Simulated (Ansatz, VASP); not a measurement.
## ZnS in VASP and in Ansatz

```
CELL_PARAMETERS angstrom
3.58959 0.00000 0.00000
-1.79480 3.10868 0.00000
0.00000 0.00000 5.88000
ATOMIC_POSITIONS crystal
Zn 0.00000 0.00000 0.00000
Zn 0.00000 0.00000 0.50000
S 0.33333 0.66667 0.25000
S 0.66667 0.33333 0.75000
```

Alike in both runs: task single point; functional PBE; k mesh 12 × 12 × 4; no spin polarisation.

|  | VASP | Ansatz |
| --- | --- | --- |
| version | VASP 6.6.1 | Ansatz 0.2.0 |
| potentials or method | VASP PAW PBE potentials, release 64 (Zn, S) | plane waves, PAW |
| plane-wave cutoff (eV) | 520 | 420 |
| occupations | gaussian, width 0.01 eV | fixed |
| valence electrons in the cell | 36 | 36 |

```csv
,VASP,Ansatz,Ansatz less VASP
gap on the k mesh at the Fermi level (eV),0.37,0.38,+0.006
```
